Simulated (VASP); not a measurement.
**Ag: single point with PBE-based screened hybrid**

The system is Ag.

```
CELL_PARAMETERS angstrom
-1.65565 1.65565 1.65565
1.65565 -1.65565 1.65565
1.65565 1.65565 -1.65565
ATOMIC_POSITIONS crystal
Ag 0.00000 0.00000 0.00000
```

| Item | Value |
| --- | --- |
| Program | VASP 6.6.1 |
| Task | single point |
| Functional | PBE-based screened hybrid |
| Potentials or basis | VASP PAW PBE potentials, release 64 (Ag) |
| Cutoff | 520 eV |
| k mesh | 6 × 6 × 6 |
| Occupations | fermi-dirac, width 0.05 eV |
| Spin | no spin polarisation |

```yaml
Pressure: -0.4 GPa
```

Levels at points of the mesh, in eV from the Fermi level:
| k point | band 2 | band 3 | band 4 | band 5 | band 6 | band 7 | band 8 | band 9 |
| --- | --- | --- | --- | --- | --- | --- | --- | --- |
| (0.00, 0.00, 0.00) | -6.01 | -6.01 | -6.01 | -4.77 | -4.77 | 18.44 | 18.44 | 18.44 |
| (0.50, 0.00, 0.00) | -6.75 | -4.80 | -4.64 | -3.73 | 0.00 | 4.12 | 13.74 | 14.80 |
| (0.50, 0.50, 0.50) | -7.37 | -3.97 | -3.97 | -3.97 | 7.22 | 7.22 | 7.22 | 13.04 |

Run time: 5.3 min on 1 thread of Intel(R) Xeon(R) Platinum 8375C CPU @ 2.90GHz (Ice Lake), with other jobs on the host, peak memory 0.24 GiB.

Caveat: the k points lie up to 0.45 Å⁻¹ apart; the PAW data sets were made with another functional, which shifts forces and pressure a little.
